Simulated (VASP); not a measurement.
Input of a VASP 6.6.1 run:

File INCAR:

```
ALGO = Normal ; DIPOL = 0.5 0.5 0.500
EDIFF = 1E-7 ; EDIFFG = -0.04
ENCUT = 520 ; GGA = PE
IBRION = 2 ; IDIPOL = 3
ISIF = 2 ; ISMEAR = 0
KPAR = 2 ; LASPH = True
LCHARG = False ; LDIPOL = True
LREAL = False ; LWAVE = False
NELM = 100 ; NSW = 60
PREC = Accurate ; SIGMA = 0.05
```

Contents of KPOINTS:

```
k-points
0
Gamma
  7 7 1
```

POSCAR

```
LiCl
1.0
    3.6271183800      0.0000000000      0.0000000000
    0.0000000000      3.6271183800      0.0000000000
    0.0000000000      0.0000000000     27.2590398025
Li Cl
5 5
Selective dynamics
Direct
    0.5000000000      0.5000000000      0.3118231626  F F F
    0.0000000000      0.0000000000      0.4059115813  F F F
    0.5000000000      0.5000000000      0.5000000000  T T T
    0.0000000000      0.0000000000      0.5940884187  T T T
    0.5000000000      0.5000000000      0.6881768374  T T T
    0.0000000000      0.0000000000      0.3118231626  F F F
    0.5000000000      0.5000000000      0.4059115813  F F F
    0.0000000000      0.0000000000      0.5000000000  T T T
    0.5000000000      0.5000000000      0.5940884187  T T T
    0.0000000000      0.0000000000      0.6881768374  T T T
```

Potentials or basis: VASP PAW PBE potentials, release 64 (Li_sv, Cl).

Run with:

```bash
$ cat potpaw_PBE.64/Li_sv/POTCAR potpaw_PBE.64/Cl/POTCAR > POTCAR
$ mpirun -np 2 vasp_std > vasp.out
```

(1) Predict the energy gained by relaxing.

(2) What does it give for the band gap on the k mesh?

Answers

(1) 3.1 meV/atom.

(2) 5.41 eV (least direct gap 5.48 eV).
